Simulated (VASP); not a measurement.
# Na4TaN3 (P-43m) in VASP: notebook

The runs below take Na4TaN3 through single point, with PBE.

Program: VASP 6.6.1. These are calculated values, not measurements. Logs are shortened: lines on timing, memory, paths and dates and some standing lists are left out, and cuts for length are marked.

### 1 The cell of the first run

It takes space group P-43m (No. 215, cubic). Conventional cell: a = 5.263 Å, b = 5.263 Å, c = 5.263 Å, α = 90.00°, β = 90.00°, γ = 90.00°. Within 2.8 Å of Na (site symmetry 3m) lie 3 N at 2.15 Å and 3 Na at 2.65 Å. Within 3.9 Å of Ta (site symmetry -43m) lie 4 Na at 2.93 Å and 12 N at 3.72 Å. Within 2.8 Å of N (site symmetry -42m) lie 4 Na at 2.15 Å.

### 2 Single point, PBE, collinear spin, ferromagnetic start

Input file INCAR:

```
ALGO = Normal ; EDIFF = 1E-6
ENCUT = 520 ; GGA = PE
ISIF = 2 ; ISMEAR = 0
ISPIN = 2 ; LASPH = True
LCHARG = False ; LMAXMIX = 4
LORBIT = 11 ; LREAL = False
LWAVE = False ; MAGMOM = 0 0 0 0 1 0 0 0
NBANDS = 41 ; NELM = 150
PREC = Accurate ; SIGMA = 0.1
```

Input file KPOINTS:

```
k-points
0
Gamma
  4 4 4
```

Input file POSCAR:

```
Na4TaN3
1.0
    5.2625374700      0.0000000000      0.0000000000
    0.0000000000      5.2625374700      0.0000000000
    0.0000000000      0.0000000000      5.2625374700
Na Ta N
4 1 3
Direct
    0.6781746800      0.6781746800      0.6781746800
    0.3218253200      0.3218253200      0.6781746800
    0.3218253200      0.6781746800      0.3218253200
    0.6781746800      0.3218253200      0.3218253200
    0.0000000000      0.0000000000      0.0000000000
    0.0000000000      0.5000000000      0.5000000000
    0.5000000000      0.0000000000      0.5000000000
    0.5000000000      0.5000000000      0.0000000000
```

Potentials or basis: VASP PAW PBE potentials, release 64 (Na_pv, Ta_pv, N).

Launch:

```sh
$ cat potpaw_PBE.64/Na_pv/POTCAR potpaw_PBE.64/Ta_pv/POTCAR potpaw_PBE.64/N/POTCAR > POTCAR
$ mpirun -np 1 vasp_std > vasp.out
```

OUTCAR:

```text
EDIFF = 1E-6
   ENCUT = 520
   GGA = PE
   ISIF = 2
   ISMEAR = 0
   ISPIN = 2
   LASPH = True
   LORBIT = 11
   LREAL = False
   NELM = 150
   PREC = Accurate

 ion  position               nearest neighbor table
   1  0.678  0.678  0.678-   6 2.15   7 2.15   8 2.15   2 2.65   3 2.65   4 2.65   5 2.93
   2  0.322  0.322  0.678-   6 2.15   7 2.15   8 2.15   1 2.65   3 2.65   4 2.65   5 2.93
   3  0.322  0.678  0.322-   6 2.15   7 2.15   8 2.15   1 2.65   2 2.65   4 2.65   5 2.93
   4  0.678  0.322  0.322-   6 2.15   7 2.15   8 2.15   1 2.65   2 2.65   3 2.65   5 2.93
   5  0.000  0.000  0.000-   1 2.93   2 2.93   3 2.93   4 2.93
   6  0.000  0.500  0.500-   1 2.15   2 2.15   3 2.15   4 2.15
   7  0.500  0.000  0.500-   1 2.15   2 2.15   3 2.15   4 2.15
   8  0.500  0.500  0.000-   1 2.15   2 2.15   3 2.15   4 2.15

  LATTYP: Found a simple cubic cell.
 ALAT       =     5.2625374700

  Lattice vectors:

 A1 = (   5.2625374700,   0.0000000000,   0.0000000000)
 A2 = (   0.0000000000,   5.2625374700,   0.0000000000)
 A3 = (   0.0000000000,   0.0000000000,   5.2625374700)

Analysis of symmetry for initial positions (statically):
=====================================================================
 Subroutine PRICEL returns:
 Original cell was already a primitive cell.

 Routine SETGRP: Setting up the symmetry group for a
 simple cubic supercell.

 Subroutine GETGRP returns: Found 24 space group operations
 (whereof 24 operations were pure point group operations)
 out of a pool of 48 trial point group operations.

The static configuration has the point symmetry T_d .

Analysis of symmetry for dynamics (positions and initial velocities):
=====================================================================
 Subroutine PRICEL returns:
 Original cell was already a primitive cell.

 Routine SETGRP: Setting up the symmetry group for a
 simple cubic supercell.

 Subroutine GETGRP returns: Found 24 space group operations
 (whereof 24 operations were pure point group operations)
 out of a pool of 48 trial point group operations.

The dynamic configuration has the point symmetry T_d .

Analysis of structural, dynamic, and magnetic symmetry:
=====================================================================
 Subroutine PRICEL returns:
 Original cell was already a primitive cell.

 Routine SETGRP: Setting up the symmetry group for a
 simple cubic supercell.

 Subroutine GETGRP returns: Found 24 space group operations
 (whereof 24 operations were pure point group operations)
 out of a pool of 48 trial point group operations.

The overall configuration has the point symmetry T_d .

 Subroutine INISYM returns: Found 24 space group operations
 (whereof 24 operations are pure point group operations),
 and found     1 'primitive' translations

----------------------------------------------------------------------------------------

                                     Primitive cell

  volume of cell :     145.7423

  direct lattice vectors                    reciprocal lattice vectors
     5.262537470  0.000000000  0.000000000     0.190022400  0.000000000  0.000000000
     0.000000000  5.262537470  0.000000000     0.000000000  0.190022400  0.000000000
     0.000000000  0.000000000  5.262537470     0.000000000  0.000000000  0.190022400

  length of vectors
     5.262537470  5.262537470  5.262537470     0.190022400  0.190022400  0.190022400

  position of ions in fractional coordinates (direct lattice)
     0.678174680  0.678174680  0.678174680
     0.321825320  0.321825320  0.678174680
     0.321825320  0.678174680  0.321825320
     0.678174680  0.321825320  0.321825320
     0.000000000  0.000000000  0.000000000
     0.000000000  0.500000000  0.500000000
     0.500000000  0.000000000  0.500000000
     0.500000000  0.500000000  0.000000000

  ion indices of the primitive-cell ions
   primitive index   ion index
                 1           1
                 2           2
                 3           3
[... 45 lines left out ...]
   number of dos      NEDOS =    301   number of ions     NIONS =      8
   total plane-waves  NPLWV =  64000
   dimension x,y,z NGX =    40 NGY =   40 NGZ =   40
   dimension x,y,z NGXF=    80 NGYF=   80 NGZF=   80
   ions per type =               4   1   3
   NGX,Y,Z   is equivalent  to a cutoff of  12.64, 12.64, 12.64 a.u.
   NGXF,Y,Z  is equivalent  to a cutoff of  25.27, 25.27, 25.27 a.u.
 SYSTEM =  unknown system
   PREC   = accura    normal or accurate (medium, high low for compatibility)
   ISTART =      0    job   : 0-new  1-cont  2-samecut
   ICHARG =      2    charge: 1-file 2-atom 10-const
   ISPIN  =      2    spin polarized calculation?
   LNONCOLLINEAR =      F non collinear calculations
   LSORBIT =      F    spin-orbit coupling
   LASPH  =      T    aspherical Exc in radial PAW
   ENCUT  =  520.0 eV  38.22 Ry    6.18 a.u.   9.78  9.78  9.78*2*pi/ulx,y,z
   NELM   =    150;   NELMIN=  2; NELMDL= -5     # of ELM steps
   EDIFF  = 0.1E-05   stopping-criterion for ELM
   LREAL  =      F    real-space projection
   EDIFFG = 0.1E-04   stopping-criterion for IOM
   NSW    =      0    number of steps for IOM
   IBRION =     -1    ionic relax: 0-MD 1-quasi-New 2-CG
   NFREE  =      0    steps in history (QN), initial steepest desc. (CG)
   ISIF   =      2    stress and relaxation
   ISYM   =      2    0-nonsym 1-usesym 2-fastsym
   POTIM  = 0.5000    time-step for ionic-motion
   TEBEG  =    0.0;   TEEND  =   0.0 temperature during run
   PSTRESS=    0.0 pullay stress
   NELECT =      54.0000    total number of electrons
   NUPDOWN=      -1.0000    fix difference up-down
   EMIN   =  10.00;   EMAX   =-10.00  energy-range for DOS
   EFERMI =   0.00;   METHOD = LEGACY
   ISMEAR =     0;   SIGMA  =   0.10  broadening in eV -4-tet -1-fermi 0-gaus
   EFERMI_NEDOS =   21; number of points for ismear=-14 and -15
   IALGO  =     38    algorithm
   IMIX   =      4    mixing-type and parameters
     AMIX     =   0.40;   BMIX     =  1.00
     AMIX_MAG =   1.60;   BMIX_MAG =  1.00
  volume/ion in A,a.u.               =      18.22       122.94
  Fermi-wavevector in a.u.,A,eV,Ry     =   1.175829  2.221995 18.811063  1.382574
  Thomas-Fermi vector in A             =   2.312203
   LORBIT       =     11    0 simple, 1 ext, 2 COOP (PROOUT), +10 PAW based schemes
   GGA     = PE    functional components
   LHFCALC =     F    Hartree Fock is set to
   AEXX    =    0.0000 exact exchange contribution
   IVDW    =     0    specifies the selected vdW correction
   LEPSILON=     F    determine dielectric tensor
   LRPA    =     F    only Hartree local field effects (RPA)
 spin polarized calculation
 Gauss-broadening in eV      SIGMA  =   0.10
  energy-cutoff  :      520.00
  volume of cell :      145.74
 maximum number of plane-waves:      3952
 NGX is ok and might be reduce to    40
   NGX = 19   NGY = 19   NGZ = 19

 number of electron      53.9999992 magnetization       0.0797979

 number of electron      53.9999991 magnetization      -0.0328116

 Free energy of the ion-electron system (eV)
  ---------------------------------------------------
  ext. energy  EPLUGINS =         0.00000000
  ---------------------------------------------------
  free energy    TOTEN  =       -24.38560090 eV

  energy without entropy =      -24.29222265  energy(sigma->0) =      -24.33891177

 E-fermi :   0.6475     XC(G=0):  -8.8252

 val. band max:        0.6366133996   @ k =   0.2500   0.2500   0.0000
 cond. band min:       0.6586097719   @ k =   0.2500   0.2500   0.0000
 fundamental gap:      0.0219963723
 Fermi energy:         0.6475227430

 spin component 1

 k-point     1 :       0.0000    0.0000    0.0000
  band No.  band energies     occupation
      1     -35.4308      1.00000
      2     -35.4308      1.00000
      3     -35.4308      1.00000
      4     -21.7697      1.00000
      5     -21.4993      1.00000
      6     -21.4993      1.00000
[... 409 lines left out ...]
     38       8.7987      0.00000
     39       8.7987      0.00000
 Fermi energy:         0.6475227430

 spin component 2

 k-point     1 :       0.0000    0.0000    0.0000
  band No.  band energies     occupation
      1     -35.4363      1.00000
      2     -35.4363      1.00000
      3     -35.4363      1.00000
      4     -21.7684      1.00000
      5     -21.4982      1.00000
      6     -21.4982      1.00000
[... 409 lines left out ...]
     38       8.8059      0.00000
     39       8.8059      0.00000
 [bands above 39 left out]

------------------------ aborting loop because EDIFF is reached ----------------------------------------

  FORCE on cell =-STRESS in cart. coord.  units (eV):
  Direction    XX          YY          ZZ          XY          YZ          ZX
  --------------------------------------------------------------------------------------
  -------------------------------------------------------------------------------------
  Total        5.2871093      5.2871093      5.2871093     -0.0000000     -0.0000000      0.0000000
  in kB       58.1223637     58.1223637     58.1223637     -0.0000000     -0.0000000      0.0000000
  external PRESSURE =      58.1223637 kB  Pullay stress =       0.0000000 kB

 VOLUME and BASIS-vectors are now :
 -----------------------------------------------------------------------------
  energy-cutoff  :      520.00
  volume of cell :      145.74
      direct lattice vectors                 reciprocal lattice vectors
     5.262537470  0.000000000  0.000000000     0.190022400  0.000000000  0.000000000
     0.000000000  5.262537470  0.000000000     0.000000000  0.190022400  0.000000000
     0.000000000  0.000000000  5.262537470     0.000000000  0.000000000  0.190022400

 POSITION                                       TOTAL-FORCE (eV/Angst)
 -----------------------------------------------------------------------------------
      3.56892      3.56892      3.56892         0.347746      0.347746      0.347746
      1.69362      1.69362      3.56892        -0.347746     -0.347746      0.347746
      1.69362      3.56892      1.69362        -0.347746      0.347746     -0.347746
      3.56892      1.69362      1.69362         0.347746     -0.347746     -0.347746
      0.00000      0.00000      0.00000         0.000000      0.000000      0.000000
      0.00000      2.63127      2.63127         0.000000     -0.000000      0.000000
      2.63127      0.00000      2.63127         0.000000     -0.000000      0.000000
      2.63127      2.63127      0.00000         0.000000     -0.000000      0.000000
 -----------------------------------------------------------------------------------
    total drift:                                0.000000      0.000000      0.000000

  FREE ENERGIE OF THE ION-ELECTRON SYSTEM (eV)
  ---------------------------------------------------
  free  energy   TOTEN  =       -24.3856008989 eV

  energy  without entropy=      -24.2922226476  energy(sigma->0) =      -24.33891177

 total charge

# of ion       s       p       d       tot
------------------------------------------
    1        0.131   6.042   0.000   6.174
    2        0.131   6.042   0.000   6.174
    3        0.131   6.042   0.000   6.174
    4        0.131   6.042   0.000   6.174
    5        0.377   5.947   2.044   8.368
    6        1.320   2.159   0.000   3.479
    7        1.320   2.159   0.000   3.479
    8        1.320   2.159   0.000   3.479
--------------------------------------------------
tot          4.862  36.593   2.044  43.499

 magnetization (x)

# of ion       s       p       d       tot
------------------------------------------
    1        0.000   0.000   0.000   0.001
    2        0.000   0.000   0.000   0.001
    3        0.000   0.000   0.000   0.001
    4        0.000   0.000   0.000   0.001
    5       -0.001   0.000  -0.007  -0.007
    6       -0.000  -0.004   0.000  -0.004
    7       -0.000  -0.004   0.000  -0.004
    8       -0.000  -0.004   0.000  -0.004
--------------------------------------------------
tot          0.000  -0.010  -0.007  -0.017
```

Wall time 5.5 min (1 thread of Intel Xeon Platinum 8259CL at 2.50GHz (Skylake/Cascade Lake), shared host); peak memory 0.33 GiB.

Results:

```yaml
Free_energy: -24.3856 eV
Pressure: 5.8 GPa
Largest_force: 0.602 eV/Å
Band_gap_on_the_k_mesh: zero (filled and empty bands overlap)
Net_moment: -0.03 μB per cell
Valence_electrons_inside_the_program's_atomic_spheres: Na 6.17; Ta 8.37; N 3.48
```

Forces in eV/Å, atoms in the order of the input:
```
Na   0.348  0.348  0.348
Na  -0.348 -0.348  0.348
Na  -0.348  0.348 -0.348
Na   0.348 -0.348 -0.348
Ta   0.000  0.000  0.000
N    0.000  0.000  0.000
N    0.000  0.000  0.000
N    0.000  0.000  0.000
```

Levels at points of the mesh, in eV from the Fermi level:
Spin up:
| k point | band 23 | band 24 | band 25 | band 26 | band 27 | band 28 | band 29 | band 30 | band 31 | band 32 |
| --- | --- | --- | --- | --- | --- | --- | --- | --- | --- | --- |
| (0.00, 0.00, 0.00) | -0.18 | -0.18 | -0.18 | -0.10 | -0.10 | -0.04 | -0.04 | -0.04 | 0.06 | 0.06 |
| (0.50, 0.00, 0.00) | -0.75 | -0.56 | -0.56 | -0.21 | -0.21 | 0.06 | 0.23 | 0.78 | 0.78 | 0.84 |
| (0.50, 0.50, 0.00) | -0.88 | -0.88 | -0.53 | -0.17 | 0.05 | 0.08 | 0.12 | 0.74 | 0.78 | 0.78 |
| (0.50, 0.50, 0.50) | -0.89 | -0.03 | -0.03 | -0.03 | 0.04 | 0.04 | 0.13 | 0.13 | 0.13 | 0.39 |
Spin down:
```
           k point  band 25  band 26  band 27  band 28  band 29  band 30
(0.00, 0.00, 0.00)    -0.20    -0.20    -0.20    -0.03    -0.03    -0.03
(0.50, 0.00, 0.00)    -0.57    -0.20    -0.20     0.10     0.14     0.76
(0.50, 0.50, 0.00)    -0.53    -0.23    -0.02     0.05     0.19     0.65
(0.50, 0.50, 0.50)     0.04     0.04     0.04     0.04     0.11     0.11
```

Caveat: spin-orbit coupling is left out, which moves the levels of the heavy elements.

(Continued in part 2 of 2.)
